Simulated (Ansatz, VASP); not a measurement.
# Two plane-wave programs on MgC6

```
Mg C
1.0
     4.26469    0.00000    0.00000
    -2.13235    3.69333    0.00000
     0.00000    0.00000    7.93022
Mg C
1 6
Direct
  0.00000 0.00000 0.00000
  0.33332 0.00000 0.50000
  0.66668 0.00000 0.50000
  0.00000 0.33332 0.50000
  0.00000 0.66668 0.50000
  0.66668 0.66668 0.50000
  0.33332 0.33332 0.50000
```

Change from the starting cell: species swapped into the SmC6 type (P6/mmm, No. 191).

Alike in both runs: task relaxation of cell and atoms; functional PBE; k mesh 12 × 12 × 6; occupations gaussian, width 0.1 eV; no spin polarisation.

|  | VASP | Ansatz |
| --- | --- | --- |
| version | VASP 6.6.1 | Ansatz 0.2.0 |
| potentials or method | VASP PAW PBE potentials, release 64 (Mg, C), cutoff 600 eV | scalar-relativistic, plane waves, PAW |
| valence electrons in the cell | 26 | 34 |

VASP gave:

* gap on the k mesh at the Fermi level, each at its own relaxed structure (eV): none
* relaxed volume (Å³/atom): 17.02
* relaxed cell length with the largest relative difference (Å): 7.565

Which values does Ansatz return?

gap on the k mesh at the Fermi level, each at its own relaxed structure (eV): none; relaxed volume (Å³/atom): 17.84; relaxed cell length with the largest relative difference (Å): 7.930.

A gap of «none» marks a metal or a gap that the smearing closes. VASP's potentials hold 26 valence electrons a cell and Ansatz's 34, so a difference there can come from the potentials and not from the codes.
